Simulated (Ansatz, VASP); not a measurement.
## TiN in VASP and in Ansatz

File INCAR:

```
SYSTEM = TiN
  ALGO = Normal
  DIPOL = 0.5 0.5 0.500
  EDIFF = 1E-6
  ENCUT = 520
  GGA = PE
  IDIPOL = 3
  ISIF = 2
  ISMEAR = 0
  LASPH = .True.
  LCHARG = .False.
  LDIPOL = .True.
  LREAL = .False.
  LWAVE = .False.
  NBANDS = 63
  NELM = 100
  PREC = Accurate
  SIGMA = 0.1
```

The input KPOINTS:

```
k-points
0
Gamma
  12 12 1
  0 0 0
```

Contents of POSCAR:

```
TiN
1.0
    3.0029386935      0.0000000000      0.0000000000
    0.0000000000      3.0029386935      0.0000000000
    0.0000000000      0.0000000000     25.6169915684
Ti N
6 6
Direct
    0.5000000000      0.5000000000      0.2927744259
    0.0000000000      0.0000000000      0.3756646555
    0.5000000000      0.5000000000      0.4585548852
    0.0000000000      0.0000000000      0.5414451148
    0.5000000000      0.5000000000      0.6243353445
    0.0000000000      0.0000000000      0.7072255741
    0.0000000000      0.0000000000      0.2927744259
    0.5000000000      0.5000000000      0.3756646555
    0.0000000000      0.0000000000      0.4585548852
    0.5000000000      0.5000000000      0.5414451148
    0.0000000000      0.0000000000      0.6243353445
    0.5000000000      0.5000000000      0.7072255741
```

Input for Ansatz:

```yaml
crystal:
  lattice:
    - [3.0029386935, 0.0, 0.0]
    - [0.0, 3.0029386935, 0.0]
    - [0.0, 0.0, 25.6169915684]
  atoms:
    - { symbol: Ti, position: [0.5, 0.5, 0.2927744259] }
    - { symbol: "N", position: [0.0, 0.0, 0.2927744259] }
    - { symbol: Ti, position: [0.0, 0.0, 0.3756646555] }
    - { symbol: "N", position: [0.5, 0.5, 0.3756646555] }
    - { symbol: Ti, position: [0.5, 0.5, 0.4585548852] }
    - { symbol: "N", position: [0.0, 0.0, 0.4585548852] }
    - { symbol: Ti, position: [0.0, 0.0, 0.5414451148] }
    - { symbol: "N", position: [0.5, 0.5, 0.5414451148] }
    - { symbol: Ti, position: [0.5, 0.5, 0.6243353445] }
    - { symbol: "N", position: [0.0, 0.0, 0.6243353445] }
    - { symbol: Ti, position: [0.0, 0.0, 0.7072255741] }
    - { symbol: "N", position: [0.5, 0.5, 0.7072255741] }
basis:
  ecutwfc: 420
kpoints:
  mp_grid: { grid: [12, 12, 1] }
hamiltonian:
  xc: pbe
scf:
  occupations: { method: gaussian, width: 0.1 }
output:
  forces: true
  stress: true
  eigenvalues: true
  write_density: true
  write_potential: true
  elf: true
  volumetric_format: npy
efield:
  axis: 3
  dipole_correction: true
  ramp_width: 0.04
```

Alike in both runs: task single point; functional PBE; k mesh 12 × 12 × 1; occupations gaussian, width 0.1 eV; no spin polarisation.

|  | VASP | Ansatz |
| --- | --- | --- |
| version | VASP 6.6.1 | Ansatz 0.2.0 |
| potentials or method | VASP PAW PBE potentials, release 64 (Ti_sv, N), cutoff 520 eV | scalar-relativistic, plane waves, PAW |
| valence electrons in the cell | 102 | 102 |

Ansatz gave:

```
gap on the k mesh at the Fermi level (eV) : none
rms of the force components (eV/Å)        : 0.610
```

Problem. Which values does VASP return?

Solution. gap on the k mesh at the Fermi level (eV): none; rms of the force components (eV/Å): 0.609.

A gap of «none» marks a metal or a gap that the smearing closes. The functional is the same, so the differences come from potentials, cutoffs and numerics. Ansatz's warnings: xc potential rough in thin density.
